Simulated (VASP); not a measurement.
Set up this calculation in VASP 6.6.1, as the native input.

```
Task                   : single point
Functional             : PBE
Potentials or basis    : VASP PAW PBE potentials, release 64 (Si, Ni)
Cutoff                 : 520 eV
k mesh                 : 12 × 12 × 7
Occupations            : fermi-dirac, width 0.0443 eV
Spin                   : no spin polarisation
Dipole correction      : no
Further INCAR settings : ALGO = Normal; EDIFF = 1e-07; NBANDS = 22
```

The structure of SiNi lies in POSCAR:

```
SiNi
1.0
    1.6187230000      2.8037090000      0.0000000000
   -1.6187230000      2.8037090000      0.0000000000
    0.0000000000      0.0000000000      5.2661770000
Si Ni
2 2
Direct
    0.6666700000      0.6666600000      0.0000000000
    0.3333400000      0.3333300000      0.5000000000
    0.6666700000      0.6666600000      0.3750000000
    0.3333400000      0.3333300000      0.8750000000
```

The input as run:

INCAR

```
SYSTEM = SiNi
ALGO = Normal
EDIFF = 1E-7
ENCUT = 520
GGA = PE
ISIF = 2
ISMEAR = -1
LASPH = .TRUE.
LCHARG = .TRUE.
LELF = .TRUE.
LREAL = .FALSE.
LVHAR = .TRUE.
LWAVE = .FALSE.
NBANDS = 22
NELM = 80
PREC = Accurate
SIGMA = 0.0443
```

KPOINTS

```
k-points
0
G
  12 12 7
  0 0 0
```

Potentials or basis: VASP PAW PBE potentials, release 64 (Si, Ni).

Command:

```bash
$ cat potpaw_PBE.64/Si/POTCAR potpaw_PBE.64/Ni/POTCAR > POTCAR
$ mpirun -np 1 vasp_std > vasp.out
```

Results of the run:

| Item | Value |
| --- | --- |
| Pressure | 74.3 GPa |
| Largest force | 0.399 eV/Å |
| Band gap on the k mesh | zero (bands 14 and 15 overlap by 6.06 eV) |

Caveat: the cell stands under pressure.

Wall time 2.5 min on 1 thread of Intel Xeon 8259CL (shared host), peak memory 0.28 GiB.
